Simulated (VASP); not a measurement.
# Mg3Cd2Te5 (R3m) in VASP: single point with PBE

Aim: the single point of Mg3Cd2Te5 with PBE.

Program: VASP 6.6.1. These are calculated values, not measurements. Logs are shortened: lines on timing, memory, paths and dates and some standing lists are left out, and cuts for length are marked.

**1. The cell of the first run**

Symmetry: R3m, No. 160, trigonal system. The conventional cell has a = 4.638 Å, b = 4.638 Å, c = 56.667 Å, α = 90.00°, β = 90.00°, γ = 120.00°. Mg (site symmetry 3m) has 4 Te at 2.82 to 2.83 Å within 3.7 Å. Within 3.7 Å of Mg (site symmetry 3m) lie 4 Te at 2.82 to 2.83 Å. Within 3.7 Å of Mg (site symmetry 3m) lie 4 Te at 2.82 to 2.83 Å. Cd (site symmetry 3m) has 4 Te at 2.85 to 2.87 Å within 3.8 Å. Within 3.8 Å of Cd (site symmetry 3m) lie 4 Te at 2.85 to 2.86 Å. Te (site symmetry 3m) has 4 Mg at 2.82 to 2.83 Å within 3.7 Å. Te (site symmetry 3m) has 4 Mg at 2.82 to 2.83 Å within 3.7 Å. Within 3.7 Å of Te (site symmetry 3m) lie 3 Mg at 2.83 Å and 1 Cd at 2.87 Å.

**2. Single point, PBE**

Contents of INCAR:

```
PREC = Accurate
ENCUT = 520
EDIFF = 1E-6
ISMEAR = 0
SIGMA = 0.1
LREAL = F
LASPH = T
NELM = 60
ALGO = Normal
ISIF = 2
LWAVE = F
LCHARG = T
GGA = PE
LELF = T
LVHAR = T
NBANDS = 41
```

Contents of KPOINTS:

```
regular mesh
0
Gamma
  4 4 4
```

Contents of POSCAR:

```
Mg3Cd2Te5
1.0
   -2.3189720216      4.0165773627      0.0000000035
   -4.6379440431      0.0000000000      0.0000000000
   -2.3189720216      1.3388591042     18.8891609012
Mg Cd Te
3 2 5
Direct
    0.0009640000      0.0009640000      0.9971080000
    0.4001230000      0.4001230000      0.7996310000
    0.7994370000      0.7994370000      0.6016890000
    0.1992330000      0.1992330000      0.4023010000
    0.6004270000      0.6004270000      0.1987190000
    0.3503460000      0.3503460000      0.9489620000
    0.7496210000      0.7496210000      0.7511370000
    0.1486580000      0.1486580000      0.5540260000
    0.5499730000      0.5499730000      0.3500810000
    0.9512200000      0.9512200000      0.1463400000
```

Potentials or basis: VASP PAW PBE potentials, release 64 (Mg, Cd, Te).

Command:

```bash
$ cat potpaw_PBE.64/Mg/POTCAR potpaw_PBE.64/Cd/POTCAR potpaw_PBE.64/Te/POTCAR > POTCAR
$ mpirun -np 1 vasp_std > vasp.out
```

OUTCAR:

```text
PREC = Accurate
   ENCUT = 520
   EDIFF = 1E-6
   ISMEAR = 0
   LREAL = F
   LASPH = T
   NELM = 60
   ISIF = 2
   GGA = PE

 ion  position               nearest neighbor table
   1  0.001  0.001  0.997-  10 2.82   6 2.83   6 2.83   6 2.83
   2  0.400  0.400  0.800-   6 2.82   7 2.83   7 2.83   7 2.83
   3  0.799  0.799  0.602-   7 2.82   8 2.83   8 2.83   8 2.83
   4  0.199  0.199  0.402-   9 2.85   9 2.85   9 2.85   8 2.87
   5  0.600  0.600  0.199-  10 2.85  10 2.85  10 2.85   9 2.86
   6  0.350  0.350  0.949-   2 2.82   1 2.83   1 2.83   1 2.83
   7  0.750  0.750  0.751-   3 2.82   2 2.83   2 2.83   2 2.83
   8  0.149  0.149  0.554-   3 2.83   3 2.83   3 2.83   4 2.87
   9  0.550  0.550  0.350-   4 2.85   4 2.85   4 2.85   5 2.86
  10  0.951  0.951  0.146-   1 2.82   5 2.85   5 2.85   5 2.85

  LATTYP: Found a trigonal (rhomboedric) cell.
 ALAT       =    19.0780128549
 COS(alpha) =     0.9704501868

  Lattice vectors:

 A1 = (   0.0000000000,  -2.6777182585,  18.8891608977)
 A2 = (   2.3189720215,   1.3388591042,  18.8891609012)
 A3 = (  -2.3189720216,   1.3388591042,  18.8891609012)

Analysis of symmetry for initial positions (statically):
=====================================================================
 Subroutine PRICEL returns:
 Original cell was already a primitive cell.

 Routine SETGRP: Setting up the symmetry group for a
 trigonal (rhombohedral) supercell.

 Subroutine GETGRP returns: Found  6 space group operations
 (whereof  6 operations were pure point group operations)
 out of a pool of 12 trial point group operations.

The static configuration has the point symmetry C_3v.

Analysis of symmetry for dynamics (positions and initial velocities):
=====================================================================
 Subroutine PRICEL returns:
 Original cell was already a primitive cell.

 Routine SETGRP: Setting up the symmetry group for a
 trigonal (rhombohedral) supercell.

 Subroutine GETGRP returns: Found  6 space group operations
 (whereof  6 operations were pure point group operations)
 out of a pool of 12 trial point group operations.

The dynamic configuration has the point symmetry C_3v.

 Subroutine INISYM returns: Found  6 space group operations
 (whereof  6 operations are pure point group operations),
 and found     1 'primitive' translations

----------------------------------------------------------------------------------------

                                     Primitive cell

  volume of cell :     351.8798

  direct lattice vectors                    reciprocal lattice vectors
    -2.318972022  4.016577363  0.000000003     0.000000000  0.248968191 -0.017646804
    -4.637944043  0.000000000  0.000000000    -0.215612778 -0.124484095 -0.017646805
    -2.318972022  1.338859104 18.889160901     0.000000000 -0.000000000  0.052940414

  length of vectors
     4.637944043  4.637944043 19.078012855     0.249592808  0.249592808  0.052940414

  position of ions in fractional coordinates (direct lattice)
     0.000964000  0.000964000  0.997108000
     0.400123000  0.400123000  0.799631000
     0.799437000  0.799437000  0.601689000
     0.199233000  0.199233000  0.402301000
     0.600427000  0.600427000  0.198719000
     0.350346000  0.350346000  0.948962000
     0.749621000  0.749621000  0.751137000
     0.148658000  0.148658000  0.554026000
     0.549973000  0.549973000  0.350081000
     0.951220000  0.951220000  0.146340000

  ion indices of the primitive-cell ions
   primitive index   ion index
                 1           1
                 2           2
                 3           3
                 4           4
                 5           5
                 6           6
                 7           7
                 8           8
                 9           9
                10          10

----------------------------------------------------------------------------------------

 KPOINTS: regular mesh

Automatic generation of k-mesh.
 Grid dimensions read from file:
 generate k-points for:    4    4    4

 Generating k-lattice:

  Cartesian coordinates                     Fractional coordinates (reciprocal lattice)
     0.000000000  0.062242048 -0.004411701     0.250000000  0.000000000 -0.000000000
    -0.053903195 -0.031121024 -0.004411701    -0.000000000  0.250000000 -0.000000000
     0.000000000 -0.000000000  0.013235104    -0.000000000  0.000000000  0.250000000

  Length of vectors
     0.062398202  0.062398202  0.013235104

  Shift w.r.t. Gamma in fractional coordinates (k-lattice)
     0.000000000  0.000000000  0.000000000

 Subroutine IBZKPT returns following result:
 ===========================================

 Found     13 irreducible k-points:

 Following reciprocal coordinates:
            Coordinates               Weight
  0.000000  0.000000  0.000000      1.000000
  0.250000  0.000000 -0.000000      6.000000
  0.500000  0.000000 -0.000000      3.000000
  0.250000  0.250000  0.000000      6.000000
  0.500000  0.250000  0.000000     12.000000
 -0.250000  0.250000  0.000000      6.000000
  0.500000  0.500000  0.000000      3.000000
 -0.000000  0.000000  0.250000      2.000000
  0.500000  0.000000  0.250000      6.000000
 -0.250000  0.000000  0.250000      6.000000
 -0.250000  0.500000  0.250000      6.000000
 -0.250000 -0.250000  0.250000      6.000000
 -0.000000  0.000000  0.500000      1.000000
   k-points           NKPTS =     13   k-points in BZ     NKDIM =     13   number of bands    NBANDS=     41
   number of dos      NEDOS =    301   number of ions     NIONS =     10
   total plane-waves  NPLWV = 186624
   dimension x,y,z NGX =    36 NGY =   36 NGZ =  144
   dimension x,y,z NGXF=    72 NGYF=   72 NGZF=  288
   ions per type =               3   2   5
   NGX,Y,Z   is equivalent  to a cutoff of  12.90, 12.90, 12.55 a.u.
   NGXF,Y,Z  is equivalent  to a cutoff of  25.81, 25.81, 25.10 a.u.
 SYSTEM =  unknown system
   PREC   = accura    normal or accurate (medium, high low for compatibility)
   ISTART =      0    job   : 0-new  1-cont  2-samecut
   ICHARG =      2    charge: 1-file 2-atom 10-const
   ISPIN  =      1    spin polarized calculation?
   LNONCOLLINEAR =      F non collinear calculations
   LSORBIT =      F    spin-orbit coupling
   LASPH  =      T    aspherical Exc in radial PAW
   ENCUT  =  520.0 eV  38.22 Ry    6.18 a.u.   8.62  8.62 35.47*2*pi/ulx,y,z
   NELM   =     60;   NELMIN=  2; NELMDL= -5     # of ELM steps
   EDIFF  = 0.1E-05   stopping-criterion for ELM
   LREAL  =      F    real-space projection
   EDIFFG = 0.1E-04   stopping-criterion for IOM
   NSW    =      0    number of steps for IOM
   IBRION =     -1    ionic relax: 0-MD 1-quasi-New 2-CG
   NFREE  =      0    steps in history (QN), initial steepest desc. (CG)
   ISIF   =      2    stress and relaxation
   ISYM   =      2    0-nonsym 1-usesym 2-fastsym
   POTIM  = 0.5000    time-step for ionic-motion
   TEBEG  =    0.0;   TEEND  =   0.0 temperature during run
   PSTRESS=    0.0 pullay stress
   NELECT =      60.0000    total number of electrons
   NUPDOWN=      -1.0000    fix difference up-down
   EMIN   =  10.00;   EMAX   =-10.00  energy-range for DOS
   EFERMI =   0.00;   METHOD = LEGACY
   ISMEAR =     0;   SIGMA  =   0.10  broadening in eV -4-tet -1-fermi 0-gaus
   EFERMI_NEDOS =   21; number of points for ismear=-14 and -15
   IALGO  =     38    algorithm
   IMIX   =      4    mixing-type and parameters
     AMIX     =   0.40;   BMIX     =  1.00
     AMIX_MAG =   1.60;   BMIX_MAG =  1.00
  volume/ion in A,a.u.               =      35.19       237.46
  Fermi-wavevector in a.u.,A,eV,Ry     =   0.907808  1.715508 11.212760  0.824115
  Thomas-Fermi vector in A             =   2.031659
   LORBIT       =      0    0 simple, 1 ext, 2 COOP (PROOUT), +10 PAW based schemes
   GGA     = PE    functional components
   LHFCALC =     F    Hartree Fock is set to
   AEXX    =    0.0000 exact exchange contribution
   IVDW    =     0    specifies the selected vdW correction
   LEPSILON=     F    determine dielectric tensor
   LRPA    =     F    only Hartree local field effects (RPA)
 non-spin polarized calculation
 Gauss-broadening in eV      SIGMA  =   0.10
  energy-cutoff  :      520.00
  volume of cell :      351.88
 maximum number of plane-waves:      9521
 NGX is ok and might be reduce to    36
   NGX = 17   NGY = 17   NGZ = 71

 number of electron      60.0000000 magnetization

 Free energy of the ion-electron system (eV)
  ---------------------------------------------------
  ext. energy  EPLUGINS =         0.00000000
  ---------------------------------------------------
  free energy    TOTEN  =       -28.72486284 eV

  energy without entropy =      -28.72486284  energy(sigma->0) =      -28.72486284

 E-fermi :   2.4255     XC(G=0):  -7.9833

 val. band max:        1.9866606706   @ k =   0.0000   0.0000   0.0000
 cond. band min:       3.2290341176   @ k =   0.0000   0.0000   0.0000
 fundamental gap:      1.2423734470
 Fermi energy:         2.4255144023

 k-point     1 :       0.0000    0.0000    0.0000
  band No.  band energies     occupation
      1      -8.6858      2.00000
      2      -8.5175      2.00000
      3      -8.4821      2.00000
      4      -8.2727      2.00000
      5      -8.0859      2.00000
      6      -6.0034      2.00000
[... 33 lines left out ...]
     40       7.0426      0.00000
     41       7.0952      0.00000

 k-point     2 :       0.2500    0.0000   -0.0000
  band No.  band energies     occupation
      1      -8.5264      2.00000
      2      -8.3818      2.00000
      3      -8.2934      2.00000
      4      -8.1367      2.00000
      5      -7.9635      2.00000
      6      -5.9705      2.00000
[... 473 lines left out ...]
     40       7.2473      0.00000
     41       7.2829      0.00000

 k-point    13 :      -0.0000    0.0000    0.5000
  band No.  band energies     occupation
      1      -8.6780      2.00000
      2      -8.5645      2.00000
      3      -8.4239      2.00000
      4      -8.2962      2.00000
      5      -8.0815      2.00000
      6      -6.0034      2.00000
[... 33 lines left out ...]
     40       6.9978      0.00000
     41       7.0296      0.00000

------------------------ aborting loop because EDIFF is reached ----------------------------------------

  FORCE on cell =-STRESS in cart. coord.  units (eV):
  Direction    XX          YY          ZZ          XY          YZ          ZX
  --------------------------------------------------------------------------------------
  -------------------------------------------------------------------------------------
  Total        0.3656750      0.3656750     -0.0822506     -0.0000000      0.0000000      0.0000000
  in kB        1.6649895      1.6649895     -0.3745031     -0.0000000      0.0000000      0.0000000
  external PRESSURE =       0.9851586 kB  Pullay stress =       0.0000000 kB

 VOLUME and BASIS-vectors are now :
 -----------------------------------------------------------------------------
  energy-cutoff  :      520.00
  volume of cell :      351.88
      direct lattice vectors                 reciprocal lattice vectors
    -2.318972022  4.016577363  0.000000003     0.000000000  0.248968191 -0.017646804
    -4.637944043  0.000000000  0.000000000    -0.215612778 -0.124484095 -0.017646805
    -2.318972022  1.338859104 18.889160901     0.000000000 -0.000000000  0.052940414

 POSITION                                       TOTAL-FORCE (eV/Angst)
 -----------------------------------------------------------------------------------
     -2.31897      1.33886     18.83453        -0.000000     -0.000000      0.007890
     -4.63794      2.67772     15.10436        -0.000000     -0.000000      0.000693
     -6.95692      4.01658     11.36540         0.000000      0.000000     -0.000098
     -2.31897      1.33886      7.59913        -0.000000     -0.000000      0.010444
     -4.63794      2.67772      3.75364        -0.000000     -0.000000      0.013608
     -4.63794      2.67772     17.92510         0.000000      0.000000     -0.000794
     -6.95692      4.01658     14.18835        -0.000000     -0.000000      0.000169
     -2.31897      1.33886     10.46509        -0.000000     -0.000000      0.018309
     -4.63794      2.67772      6.61274         0.000000      0.000000     -0.012686
     -6.95692      4.01658      2.76424         0.000000      0.000000     -0.037535
 -----------------------------------------------------------------------------------
    total drift:                               -0.000031      0.000018     -0.000086

  FREE ENERGIE OF THE ION-ELECTRON SYSTEM (eV)
  ---------------------------------------------------
  free  energy   TOTEN  =       -28.7248628367 eV

  energy  without entropy=      -28.7248628367  energy(sigma->0) =      -28.72486284
```

Run time: 8.4 min. Hardware: 1 thread of Intel Xeon 8259CL, shared host; peak memory 0.55 GiB.

Results:

- Free energy: -28.7249 eV
- Pressure: 0.1 GPa
- Largest force: 0.038 eV/Å
- Band gap on the k mesh: 1.24 eV

Forces in eV/Å, atoms in the order of the input:
```
Mg   0.000  0.000  0.008
Mg   0.000  0.000  0.001
Mg   0.000  0.000  0.000
Cd   0.000  0.000  0.010
Cd   0.000  0.000  0.014
Te   0.000  0.000 -0.001
Te   0.000  0.000  0.000
Te   0.000  0.000  0.018
Te   0.000  0.000 -0.013
Te   0.000  0.000 -0.038
```

Stress tensor (GPa, compression positive):
```
 0.17  0.00  0.00
 0.00  0.17  0.00
 0.00  0.00 -0.04
```

Caveat: spin-orbit coupling is left out, which moves the levels of the heavy elements.
